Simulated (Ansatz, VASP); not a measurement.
# One calculation of ZnS, two programs

File INCAR:

```
PREC = Accurate
ENCUT = 520
EDIFF = 1E-8
ISMEAR = -1
SIGMA = 0.02
LREAL = Auto
LASPH = True
NELM = 60
ALGO = Normal
ISIF = 2
LWAVE = False
LCHARG = False
GGA = PE
LEFG = True
NBANDS = 86
```

The input KPOINTS:

```
Automatic mesh
0
Gamma
  8 8 2
```

File POSCAR:

```
ZnS
1.0
    3.8200000000      0.0000000000      0.0000000000
   -1.9100000000      3.3082170425      0.0000000000
    0.0000000000      0.0000000000     24.9600000000
Zn S
8 8
Direct
    0.0000000000      0.0000000000      0.0000000000
    0.0000000000      0.0000000000      0.5000000000
    0.3333333333      0.6666666667      0.1250000000
    0.6666666667      0.3333333333      0.6250000000
    0.3333333333      0.6666666667      0.3750000000
    0.6666666667      0.3333333333      0.8750000000
    0.3333333333      0.6666666667      0.7500000000
    0.6666666667      0.3333333333      0.2500000000
    0.0000000000      0.0000000000      0.0938000000
    0.0000000000      0.0000000000      0.5938000000
    0.3333333333      0.6666666667      0.2188000000
    0.6666666667      0.3333333333      0.7188000000
    0.3333333333      0.6666666667      0.4688000000
    0.6666666667      0.3333333333      0.9688000000
    0.3333333333      0.6666666667      0.8438000000
    0.6666666667      0.3333333333      0.3438000000
```

Input for Ansatz:

```yaml
crystal:
  lattice:
    - [3.82, 0.0, 0.0]
    - [-1.91, 3.3082170425, 0.0]
    - [0.0, 0.0, 24.96]
  atoms:
    - { symbol: Zn, position: [0.0, 0.0, 0.0] }
    - { symbol: Zn, position: [0.0, 0.0, 0.5] }
    - { symbol: Zn, position: [0.3333333333, 0.6666666667, 0.125] }
    - { symbol: Zn, position: [0.6666666667, 0.3333333333, 0.625] }
    - { symbol: Zn, position: [0.3333333333, 0.6666666667, 0.375] }
    - { symbol: Zn, position: [0.6666666667, 0.3333333333, 0.875] }
    - { symbol: Zn, position: [0.3333333333, 0.6666666667, 0.75] }
    - { symbol: Zn, position: [0.6666666667, 0.3333333333, 0.25] }
    - { symbol: S, position: [0.0, 0.0, 0.0938] }
    - { symbol: S, position: [0.0, 0.0, 0.5938] }
    - { symbol: S, position: [0.3333333333, 0.6666666667, 0.2188] }
    - { symbol: S, position: [0.6666666667, 0.3333333333, 0.7188] }
    - { symbol: S, position: [0.3333333333, 0.6666666667, 0.4688] }
    - { symbol: S, position: [0.6666666667, 0.3333333333, 0.9688] }
    - { symbol: S, position: [0.3333333333, 0.6666666667, 0.8438] }
    - { symbol: S, position: [0.6666666667, 0.3333333333, 0.3438] }
kpoints:
  mp_grid: { grid: [8, 8, 2] }
scf:
  occupations: { method: fermi_dirac, width: 0.02 }
hamiltonian:
  xc: pbe
  pseudopotentials: { kind: paw, frozen_core: stored }
output:
  forces: true
  stress: true
  populations: true
  efg: { quadrupole_moments_barn: { Zn: 0.122, S: -0.0694 } }
```

Alike in both runs: task electric field gradients; functional PBE; k mesh 8 × 8 × 2; occupations fermi-dirac, width 0.02 eV; no spin polarisation.

```csv
,VASP,Ansatz
version,VASP 6.6.1,Ansatz 0.2.0
potentials or method,"VASP PAW PBE potentials, release 64 (Zn, S)","plane-wave PAW, scalar-relativistic"
plane-wave cutoff (eV),520,420
valence electrons in the cell,144,144
```

|  | VASP | Ansatz | Ansatz less VASP |
| --- | --- | --- | --- |
| gap on the k mesh at the Fermi level (eV) | 2.14 | 2.13 | -0.005 |
| pressure (GPa) | 1.8 | 1.7 | -0.16 |
| rms of the force components (eV/Å) | 0.010 | 0.009 | -0.0002 |
| size of Vzz on the site where it differs most (V/Å²) | 0.6 | 0.6 | -0.04 |

Atom by atom the forces differ by 0.001 eV/Å (rms over components). The functional is the same, so the differences come from potentials, cutoffs and numerics.
